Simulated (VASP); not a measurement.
# ZnS (F-43m) in VASP: notebook

Runs on ZnS. Level: r2SCAN. Tasks: single point.

All numbers are computed with VASP 6.6.1; they aren't measurements. Logs are shortened: lines on timing, memory, paths and dates and some standing lists are left out, and cuts for length are marked.

### 1 The cell of the first run

The structure is cubic, space group F-43m (No. 216). The conventional cell has a = 5.143 Å, b = 5.143 Å, c = 5.143 Å, α = 90.00°, β = 90.00°, γ = 90.00°. Zn (site symmetry -43m) has 4 S at 2.23 Å within 2.9 Å. Within 2.9 Å of S (site symmetry -43m) lie 4 Zn at 2.23 Å.

### 2 Single point, r2SCAN

POSCAR reads:

```
ZnS
1.0
    2.5712570478      2.5712570478      0.0000000000
   -2.5712570478      2.5712570478      0.0000000000
    0.0000000000      2.5712570478      2.5712570478
Zn S
1 1
Direct
    0.7500000000      0.2500000000      0.5000000000
    0.0000000000      0.0000000000      0.0000000000
```

INCAR.step1 reads:

```
PREC = Accurate
ENCUT = 520
ISMEAR = 0
SIGMA = 0.01
LREAL = F
LASPH = T
NELM = 60
NBANDS = 16
GGA = PE
ALGO = Normal
EDIFF = 1E-4
LWAVE = T
LCHARG = F
```

INCAR.step2 reads:

```
PREC = Accurate
ENCUT = 520
EDIFF = 1E-6
ISMEAR = 0
SIGMA = 0.01
LREAL = F
LASPH = T
NELM = 60
ALGO = Normal
ISIF = 2
LWAVE = F
LCHARG = F
METAGGA = R2SCAN
LMIXTAU = T
NBANDS = 16
ISTART = 1
```

KPOINTS reads:

```
regular mesh
0
Gamma
  8 8 8
```

Potentials or basis: VASP PAW PBE potentials, release 64 (Zn, S).

On the command line:

```console
$ cat potpaw_PBE.64/Zn/POTCAR potpaw_PBE.64/S/POTCAR > POTCAR
$ cp INCAR.step1 INCAR
$ mpirun -np 1 vasp_std > vasp.out
$ cp INCAR.step2 INCAR
$ mpirun -np 1 vasp_std > vasp.out
```

OUTCAR:

```text
PREC = Accurate
   ENCUT = 520
   EDIFF = 1E-6
   ISMEAR = 0
   LREAL = F
   LASPH = T
   NELM = 60
   ISIF = 2
   METAGGA = R2SCAN
   ISTART = 1

 ion  position               nearest neighbor table
   1  0.750  0.250  0.500-   2 2.23   2 2.23   2 2.23   2 2.23
   2  0.000  0.000  0.000-   1 2.23   1 2.23   1 2.23   1 2.23

  LATTYP: Found a face centered cubic cell.
 ALAT       =     5.1425140956

  Lattice vectors:

 A1 = (   0.0000000000,   2.5712570478,   2.5712570478)
 A2 = (   2.5712570478,   0.0000000000,   2.5712570478)
 A3 = (   2.5712570478,   2.5712570478,   0.0000000000)

Analysis of symmetry for initial positions (statically):
=====================================================================
 Subroutine PRICEL returns:
 Original cell was already a primitive cell.

 Routine SETGRP: Setting up the symmetry group for a
 face centered cubic supercell.

 Subroutine GETGRP returns: Found 24 space group operations
 (whereof 24 operations were pure point group operations)
 out of a pool of 48 trial point group operations.

The static configuration has the point symmetry T_d .

Analysis of symmetry for dynamics (positions and initial velocities):
=====================================================================
 Subroutine PRICEL returns:
 Original cell was already a primitive cell.

 Routine SETGRP: Setting up the symmetry group for a
 face centered cubic supercell.

 Subroutine GETGRP returns: Found 24 space group operations
 (whereof 24 operations were pure point group operations)
 out of a pool of 48 trial point group operations.

The dynamic configuration has the point symmetry T_d .

 Subroutine INISYM returns: Found 24 space group operations
 (whereof 24 operations are pure point group operations),
 and found     1 'primitive' translations

----------------------------------------------------------------------------------------

                                     Primitive cell

  volume of cell :      33.9990

  direct lattice vectors                    reciprocal lattice vectors
     2.571257048  2.571257048  0.000000000     0.194457415  0.194457415 -0.194457415
    -2.571257048  2.571257048  0.000000000    -0.194457415  0.194457415 -0.194457415
     0.000000000  2.571257048  2.571257048     0.000000000  0.000000000  0.388914831

  length of vectors
     3.636306589  3.636306589  3.636306589     0.336810123  0.336810123  0.388914831

  position of ions in fractional coordinates (direct lattice)
     0.750000000  0.250000000  0.500000000
     0.000000000  0.000000000  0.000000000

  ion indices of the primitive-cell ions
   primitive index   ion index
                 1           1
                 2           2

----------------------------------------------------------------------------------------

 KPOINTS: regular mesh

Automatic generation of k-mesh.
 Grid dimensions read from file:
 generate k-points for:    8    8    8

 Generating k-lattice:

  Cartesian coordinates                     Fractional coordinates (reciprocal lattice)
     0.024307177  0.024307177 -0.024307177     0.125000000  0.000000000  0.000000000
    -0.024307177  0.024307177 -0.024307177     0.000000000  0.125000000  0.000000000
     0.000000000  0.000000000  0.048614354     0.000000000  0.000000000  0.125000000

  Length of vectors
     0.042101265  0.042101265  0.048614354

  Shift w.r.t. Gamma in fractional coordinates (k-lattice)
     0.000000000  0.000000000  0.000000000

 Subroutine IBZKPT returns following result:
 ===========================================

 Found     29 irreducible k-points:

 Following reciprocal coordinates:
            Coordinates               Weight
  0.000000  0.000000  0.000000      1.000000
  0.125000  0.000000  0.000000      8.000000
  0.250000  0.000000  0.000000      8.000000
  0.375000  0.000000  0.000000      8.000000
  0.500000  0.000000  0.000000      4.000000
  0.125000  0.125000  0.000000     12.000000
[... 16 lines left out ...]
  0.375000  0.250000  0.125000     48.000000
  0.500000  0.250000  0.125000     24.000000
 [... further k-points ...]
   k-points           NKPTS =     29   k-points in BZ     NKDIM =     29   number of bands    NBANDS=     16
   number of dos      NEDOS =    301   number of ions     NIONS =      2
   total plane-waves  NPLWV =  21952
   dimension x,y,z NGX =    28 NGY =   28 NGZ =   28
   dimension x,y,z NGXF=    56 NGYF=   56 NGZF=   56
   ions per type =               1   1
   NGX,Y,Z   is equivalent  to a cutoff of  12.80, 12.80, 12.80 a.u.
   NGXF,Y,Z  is equivalent  to a cutoff of  25.60, 25.60, 25.60 a.u.
 SYSTEM =  unknown system
   PREC   = accura    normal or accurate (medium, high low for compatibility)
   ISTART =      1    job   : 0-new  1-cont  2-samecut
   ICHARG =      0    charge: 1-file 2-atom 10-const
   ISPIN  =      1    spin polarized calculation?
   LNONCOLLINEAR =      F non collinear calculations
   LSORBIT =      F    spin-orbit coupling
[... 26 lines left out ...]
  Thomas-Fermi vector in A             =   2.453912
   LORBIT       =      0    0 simple, 1 ext, 2 COOP (PROOUT), +10 PAW based schemes
   METAGGA = R2SCAN    functional components
   LHFCALC =     F    Hartree Fock is set to
   AEXX    =    0.0000 exact exchange contribution
   IVDW    =     0    specifies the selected vdW correction
   LEPSILON=     F    determine dielectric tensor
   LRPA    =     F    only Hartree local field effects (RPA)
 non-spin polarized calculation
 Gauss-broadening in eV      SIGMA  =   0.01
  energy-cutoff  :      520.00
  volume of cell :       34.00
 maximum number of plane-waves:       941
   NGX = 13   NGY = 13   NGZ = 13

 number of electron      17.9999993 magnetization

 Free energy of the ion-electron system (eV)
  ---------------------------------------------------
  ext. energy  EPLUGINS =         0.00000000
  ---------------------------------------------------
  free energy    TOTEN  =       -18.65390733 eV

  energy without entropy =      -18.65390733  energy(sigma->0) =      -18.65390733

 E-fermi :   3.4702     XC(G=0): -11.0618

 val. band max:        3.3650257148   @ k =   0.0000   0.0000   0.0000
 cond. band min:       6.7195141426   @ k =   0.5000   0.5000   0.0000
 fundamental gap:      3.3544884278
 Fermi energy:         3.4701521022

 k-point     1 :       0.0000    0.0000    0.0000
  band No.  band energies     occupation
      1     -11.5097      2.00000
      2      -3.8732      2.00000
      3      -3.8731      2.00000
      4      -3.8731      2.00000
      5      -3.1188      2.00000
      6      -3.1187      2.00000
[... 8 lines left out ...]
     15      15.8067      0.00000
     16      16.8360      0.00000

 k-point     2 :       0.1250    0.0000    0.0000
  band No.  band energies     occupation
      1     -11.3568      2.00000
      2      -3.8844      2.00000
      3      -3.8434      2.00000
      4      -3.8433      2.00000
      5      -3.1215      2.00000
      6      -3.1215      2.00000
[... 8 lines left out ...]
     15      15.1357      0.00000
     16      17.5020      0.00000

 k-point     3 :       0.2500    0.0000    0.0000
  band No.  band energies     occupation
      1     -10.9521      2.00000
      2      -3.8664      2.00000
      3      -3.7777      2.00000
      4      -3.7776      2.00000
      5      -3.1173      2.00000
      6      -3.1173      2.00000
[... 8 lines left out ...]
     15      14.9553      0.00000
     16      16.6608      0.00000

 k-point     4 :       0.3750    0.0000    0.0000
  band No.  band energies     occupation
      1     -10.4803      2.00000
      2      -3.7250      2.00000
      3      -3.7248      2.00000
      4      -3.6679      2.00000
      5      -3.0925      2.00000
      6      -3.0925      2.00000
[... 8 lines left out ...]
     15      16.3187      0.00000
     16      16.4673      0.00000
[... 324 lines left out ...]
 k-point    22 :       0.2500    0.2500    0.1250
  band No.  band energies     occupation
      1     -10.6310      2.00000
      2      -3.9079      2.00000
      3      -3.6918      2.00000
      4      -3.6604      2.00000
      5      -3.1589      2.00000
      6      -3.0624      2.00000
[... 8 lines left out ...]
     15      17.2181      0.00000
     16      19.8822      0.00000

 k-point    23 :       0.3750    0.2500    0.1250
  band No.  band energies     occupation
      1     -10.2325      2.00000
      2      -3.7659      2.00000
      3      -3.6530      2.00000
      4      -3.5085      2.00000
      5      -3.1025      2.00000
      6      -3.0391      2.00000
[... 8 lines left out ...]
     15      18.5762      0.00000
     16      19.1449      0.00000

 k-point    24 :       0.5000    0.2500    0.1250
  band No.  band energies     occupation
      1     -10.0504      2.00000
      2      -3.7160      2.00000
      3      -3.6175      2.00000
      4      -3.2652      2.00000
      5      -3.1085      2.00000
      6      -2.7930      2.00000
[... 8 lines left out ...]
     15      18.0635      0.00000
     16      19.1695      0.00000

 [... further k-points ...]

------------------------ aborting loop because EDIFF is reached ----------------------------------------

  FORCE on cell =-STRESS in cart. coord.  units (eV):
  Direction    XX          YY          ZZ          XY          YZ          ZX
  --------------------------------------------------------------------------------------
  -------------------------------------------------------------------------------------
  Total        3.2094444      3.2094444      3.2094444      0.0000000     -0.0000000      0.0000000
  in kB      151.2425368    151.2425368    151.2425368      0.0000000     -0.0000000      0.0000000
  external PRESSURE =     151.2425368 kB  Pullay stress =       0.0000000 kB

 VOLUME and BASIS-vectors are now :
 -----------------------------------------------------------------------------
  energy-cutoff  :      520.00
  volume of cell :       34.00
      direct lattice vectors                 reciprocal lattice vectors
     2.571257048  2.571257048  0.000000000     0.194457415  0.194457415 -0.194457415
    -2.571257048  2.571257048  0.000000000    -0.194457415  0.194457415 -0.194457415
     0.000000000  2.571257048  2.571257048     0.000000000  0.000000000  0.388914831

 POSITION                                       TOTAL-FORCE (eV/Angst)
 -----------------------------------------------------------------------------------
      1.28563      3.85689      1.28563        -0.000000     -0.000000      0.000000
      0.00000      0.00000      0.00000         0.000000      0.000000     -0.000000
 -----------------------------------------------------------------------------------
    total drift:                                0.000050      0.000000     -0.000000

  FREE ENERGIE OF THE ION-ELECTRON SYSTEM (eV)
  ---------------------------------------------------
  free  energy   TOTEN  =       -18.6539073307 eV

  energy  without entropy=      -18.6539073307  energy(sigma->0) =      -18.65390733
```

Run time: 2.2 min. Hardware: 1 thread of Intel Xeon 8259CL, shared host; peak memory 0.17 GiB.

What came out:

* Free energy: -18.6539 eV
* Pressure: 15.1 GPa
* Band gap on the k mesh: 3.35 eV (least direct gap 3.40 eV)

Levels at points of the mesh, in eV from the valence-band top:
| k point | band 6 | band 7 | band 8 | band 9 | band 10 | band 11 | band 12 | band 13 |
| --- | --- | --- | --- | --- | --- | --- | --- | --- |
| (0.00, 0.00, 0.00) | -6.48 | 0.00 | 0.00 | 0.00 | 3.40 | 6.73 | 6.73 | 6.73 |
| (0.50, 0.00, 0.00) | -6.44 | -6.18 | -1.13 | -1.13 | 4.09 | 7.24 | 7.24 | 9.95 |
| (0.50, 0.50, 0.00) | -6.21 | -5.25 | -2.89 | -2.89 | 3.35 | 4.37 | 13.03 | 13.87 |

Caveat: the cell stands under pressure; the PAW data sets were made with another functional, which shifts forces and pressure a little.

### 3 Single point, r2SCAN

POSCAR is that of step 2.

INCAR.step1 reads:

```
SYSTEM = ZnS
ALGO = Normal
EDIFF = 1E-4
ENCUT = 520
GGA = PE
ISMEAR = 0
LASPH = .TRUE.
LCHARG = .FALSE.
LREAL = .FALSE.
LWAVE = .TRUE.
NBANDS = 16
NELM = 80
PREC = Accurate
SIGMA = 0.01
```

INCAR.step2 reads:

```
SYSTEM = ZnS
ALGO = Normal
EDIFF = 1E-7
ENCUT = 520
ISIF = 2
ISMEAR = 0
ISTART = 1
LASPH = .TRUE.
LCHARG = .FALSE.
LMIXTAU = .TRUE.
LREAL = .FALSE.
LWAVE = .FALSE.
METAGGA = R2SCAN
NBANDS = 16
NELM = 80
PREC = Accurate
SIGMA = 0.01
```

KPOINTS reads:

```
k-points
0
G
  8 8 8
  0 0 0
```

Potentials or basis: VASP PAW PBE potentials, release 64 (Zn, S).

On the command line:

```console
$ cat potpaw_PBE.64/Zn/POTCAR potpaw_PBE.64/S/POTCAR > POTCAR
$ cp INCAR.step1 INCAR
$ mpirun -np 1 vasp_std > vasp.out
$ cp INCAR.step2 INCAR
$ mpirun -np 1 vasp_std > vasp.out
```

Wall time 2.8 min (1 thread of Intel Xeon 8259CL, shared host); peak memory 0.17 GiB.

The run converged. Its results:

- Free energy: -18.6539 eV
- Pressure: 15.1 GPa
- Band gap on the k mesh: 3.35 eV (least direct gap 3.40 eV)

Levels at points of the mesh, in eV from the valence-band top:
| k point | band 5 | band 6 | band 7 | band 8 | band 9 | band 10 | band 11 | band 12 | band 13 | band 14 |
| --- | --- | --- | --- | --- | --- | --- | --- | --- | --- | --- |
| (0.00, 0.00, 0.00) | -6.48 | -6.48 | 0.00 | 0.00 | 0.00 | 3.40 | 6.73 | 6.73 | 6.73 | 12.44 |
| (0.50, 0.00, 0.00) | -6.44 | -6.44 | -6.18 | -1.13 | -1.13 | 4.09 | 7.24 | 7.24 | 9.95 | 13.75 |
| (0.50, 0.50, 0.00) | -6.37 | -6.21 | -5.25 | -2.89 | -2.89 | 3.35 | 4.37 | 13.03 | 13.87 | 13.87 |

Caveat: the cell stands under pressure; the PAW data sets were made with another functional, which shifts forces and pressure a little. A k mesh can miss the band edges.

### 4 Single point, r2SCAN

This run uses another cell than the first one, of 17.67 Å³/atom.

POSCAR reads:

```
ZnS
1.0
    2.6047184253      2.6047184253      0.0000000000
   -2.6047184253      2.6047184253      0.0000000000
    0.0000000000      2.6047184253      2.6047184253
Zn S
1 1
Direct
    0.7500000000      0.2500000000      0.5000000000
    0.0000000000      0.0000000000      0.0000000000
```

INCAR.step1 reads:

```
SYSTEM = ZnS
PREC = Accurate
ENCUT = 520
ISMEAR = 0
SIGMA = 0.01
LREAL = .False.
LASPH = .True.
NELM = 80
NBANDS = 16
GGA = PE
ALGO = Normal
EDIFF = 1E-4
LWAVE = .True.
LCHARG = .False.
```

INCAR.step2 reads:

```
SYSTEM = ZnS
PREC = Accurate
ENCUT = 520
EDIFF = 1E-6
ISMEAR = 0
SIGMA = 0.01
LREAL = .False.
LASPH = .True.
NELM = 80
ALGO = Normal
ISIF = 2
LWAVE = .False.
LCHARG = .True.
METAGGA = R2SCAN
LMIXTAU = .True.
LELF = .True.
LVHAR = .True.
NBANDS = 16
ISTART = 1
```

KPOINTS reads:

```
regular mesh
0
Gamma
  8 8 8
  0 0 0
```

On the command line:

```console
$ cat potpaw_PBE.64/Zn/POTCAR potpaw_PBE.64/S/POTCAR > POTCAR
$ cp INCAR.step1 INCAR
$ mpirun -np 1 vasp_std > vasp.out
$ cp INCAR.step2 INCAR
$ mpirun -np 1 vasp_std > vasp.out
```

Wall time 2.2 min (1 thread of Intel Xeon 8259CL, shared host); peak memory 0.16 GiB.

Results (log left out):

```yaml
Free_energy: -18.7588 eV
Pressure: 10.0 GPa
Band_gap_on_the_k_mesh: 3.20 eV
```

Levels at points of the mesh, in eV from the valence-band top:
```csv
k point,band 7,band 8,band 9,band 10,band 11,band 12
"(0.00, 0.00, 0.00)",0.00,0.00,0.00,3.20,6.79,6.79
"(0.50, 0.00, 0.00)",-6.03,-1.06,-1.06,4.03,7.29,7.29
"(0.50, 0.50, 0.00)",-5.08,-2.72,-2.72,3.46,4.41,12.68
```

Caveat: the cell stands under pressure; the PAW data sets were made with another functional, which shifts forces and pressure a little.

### 5 Single point, r2SCAN

This run uses another cell than the first one, of 17.67 Å³/atom.

POSCAR is that of step 4.

INCAR.step1 reads:

```
PREC = Accurate
ENCUT = 520
ISMEAR = 0
SIGMA = 0.01
LREAL = F
LASPH = T
NELM = 80
NBANDS = 16
GGA = PE
ALGO = Normal
EDIFF = 1E-4
LWAVE = T
LCHARG = F
```

INCAR.step2 reads:

```
PREC = Accurate
ENCUT = 520
EDIFF = 1E-7
ISMEAR = 0
SIGMA = 0.01
LREAL = F
LASPH = T
NELM = 80
ALGO = Normal
ISIF = 2
LWAVE = F
LCHARG = F
METAGGA = R2SCAN
LMIXTAU = T
NBANDS = 16
ISTART = 1
```

KPOINTS reads:

```
Automatic mesh
0
Gamma
  8 8 8
```

On the command line:

```console
$ cat potpaw_PBE.64/Zn/POTCAR potpaw_PBE.64/S/POTCAR > POTCAR
$ cp INCAR.step1 INCAR
$ mpirun -np 1 vasp_std > vasp.out
$ cp INCAR.step2 INCAR
$ mpirun -np 1 vasp_std > vasp.out
```

Wall time 2.5 min (1 thread of Intel Xeon 8259CL, shared host); peak memory 0.17 GiB.

The run converged. Its results:

```
Free energy            : -18.7588 eV
Pressure               : 10.0 GPa
Band gap on the k mesh : 3.20 eV
```

Levels at points of the mesh, in eV from the valence-band top:
| k point | band 6 | band 7 | band 8 | band 9 | band 10 | band 11 | band 12 | band 13 |
| --- | --- | --- | --- | --- | --- | --- | --- | --- |
| (0.00, 0.00, 0.00) | -6.32 | 0.00 | 0.00 | 0.00 | 3.20 | 6.79 | 6.79 | 6.79 |
| (0.50, 0.00, 0.00) | -6.25 | -6.03 | -1.06 | -1.06 | 4.03 | 7.29 | 7.29 | 9.82 |
| (0.50, 0.50, 0.00) | -6.06 | -5.08 | -2.72 | -2.72 | 3.46 | 4.41 | 12.68 | 13.60 |

Caveat: the cell stands under pressure; the PAW data sets were made with another functional, which shifts forces and pressure a little.

### 6 Single point, r2SCAN

This run uses another cell than the first one, of 18.15 Å³/atom.

POSCAR reads:

```
ZnS
1.0
    2.6277621169      2.6277621169      0.0000000000
   -2.6277621169      2.6277621169      0.0000000000
    0.0000000000      2.6277621169      2.6277621169
Zn S
1 1
Direct
    0.7500000000      0.2500000000      0.5000000000
    0.0000000000      0.0000000000      0.0000000000
```

INCAR.step1 reads:

```
SYSTEM = ZnS
PREC = Accurate
ENCUT = 520
ISMEAR = 0
SIGMA = 0.01
LREAL = .False.
LASPH = .True.
NELM = 80
NBANDS = 16
GGA = PE
ALGO = Normal
EDIFF = 1E-4
LWAVE = .True.
LCHARG = .False.
```

INCAR.step2 reads:

```
SYSTEM = ZnS
PREC = Accurate
ENCUT = 520
EDIFF = 1E-6
ISMEAR = 0
SIGMA = 0.01
LREAL = .False.
LASPH = .True.
NELM = 80
ALGO = Normal
ISIF = 2
LWAVE = .False.
LCHARG = .False.
METAGGA = R2SCAN
LMIXTAU = .True.
NBANDS = 16
ISTART = 1
```

KPOINTS reads:

```
regular mesh
0
Gamma
  8 8 8
  0 0 0
```

Potentials or basis: VASP PAW PBE potentials, release 64 (Zn, S).

On the command line:

```console
$ cat potpaw_PBE.64/Zn/POTCAR potpaw_PBE.64/S/POTCAR > POTCAR
$ cp INCAR.step1 INCAR
$ mpirun -np 1 vasp_std > vasp.out
$ cp INCAR.step2 INCAR
$ mpirun -np 1 vasp_std > vasp.out
```

It took 2 min on 1 thread of Intel Xeon 8259CL, shared host; peak memory 0.17 GiB.

The run converged. Its results:

- Free energy: -18.8088 eV
- Pressure: 7.0 GPa
- Band gap on the k mesh: 3.07 eV

Levels at points of the mesh, in eV from the valence-band top:
```
           k point  band 7  band 8  band 9  band 10  band 11  band 12
(0.00, 0.00, 0.00)    0.00    0.00    0.00     3.07     6.82     6.82
(0.50, 0.00, 0.00)   -5.92   -1.02   -1.02     3.98     7.32     7.32
(0.50, 0.50, 0.00)   -4.96   -2.61   -2.61     3.53     4.44    12.45
```

Caveat: the cell stands under pressure; the PAW data sets were made with another functional, which shifts forces and pressure a little. A k mesh can miss the band edges.

### 7 Summary

```tsv
cell	gap on the mesh (eV)	pressure (GPa)
a = 3.636 Å, angles 60.0, 60.0, 90.0°, 2 atoms	3.35	15.1
a = 3.684 Å, angles 60.0, 60.0, 90.0°, 2 atoms	3.20	10.0
a = 3.716 Å, angles 60.0, 60.0, 90.0°, 2 atoms	3.07	7.0
```

Alike in all rows: task single point; level r2SCAN; potentials or basis VASP PAW PBE potentials, release 64 (Zn, S); no spin polarisation; k mesh 8 × 8 × 8; cutoff (eV) 520; smearing gaussian 0.01 eV.

Caveats: the cell stands under pressure; the PAW data sets were made with another functional, which shifts forces and pressure a little.

Total energies depend on the potentials used, so only differences within one code and one set of settings carry meaning.
